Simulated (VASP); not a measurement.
Here is a VASP 6.6.1 calculation.

Contents of POSCAR:

```
TaAs
1.0
    0.0000000000      2.6017016667      2.6017016667
    2.6017016667      0.0000000000      2.6017016667
    2.6017016667      2.6017016667      0.0000000000
Ta As
1 1
Direct
    0.5000000000      0.5000000000      0.5000000000
    0.0000000000      0.0000000000      0.0000000000
```

The input INCAR.step1:

```
SYSTEM = TaAs
PREC = Accurate ; ENCUT = 520
ISMEAR = 0 ; SIGMA = 0.05
LREAL = .FALSE. ; LASPH = .TRUE.
NELM = 100 ; NBANDS = 15
GGA = PE ; ALGO = Normal
EDIFF = 1E-4 ; LWAVE = .TRUE.
LCHARG = .FALSE.
```

The input INCAR.step2:

```
SYSTEM = TaAs
PREC = Accurate ; ENCUT = 520
EDIFF = 1E-6 ; ISMEAR = 0
SIGMA = 0.05 ; LREAL = .FALSE.
LASPH = .TRUE. ; NELM = 100
ALGO = Normal ; ISIF = 2
LWAVE = .FALSE. ; LCHARG = .FALSE.
METAGGA = R2SCAN ; LMIXTAU = .TRUE.
NBANDS = 15 ; ISTART = 1
```

File KPOINTS:

```
regular mesh
0
G
  12 12 12
  0 0 0
```

Potentials or basis: VASP PAW PBE potentials, release 64 (Ta_pv, As).

The run is started by

```bash
$ cat potpaw_PBE.64/Ta_pv/POTCAR potpaw_PBE.64/As/POTCAR > POTCAR
$ cp INCAR.step1 INCAR
$ mpirun -np 1 vasp_std > vasp.out
$ cp INCAR.step2 INCAR
$ mpirun -np 1 vasp_std > vasp.out
```

Question: Predict the pressure.

Answer: 4.0 GPa.

Question: Estimate the band gap on the k mesh.

Answer: Zero (bands 8 and 9 overlap by 2.44 eV).

Caveat: the cell stands under pressure; the PAW data sets were made with another functional, which shifts forces and pressure a little; spin-orbit coupling is left out, which moves the levels of the heavy elements.
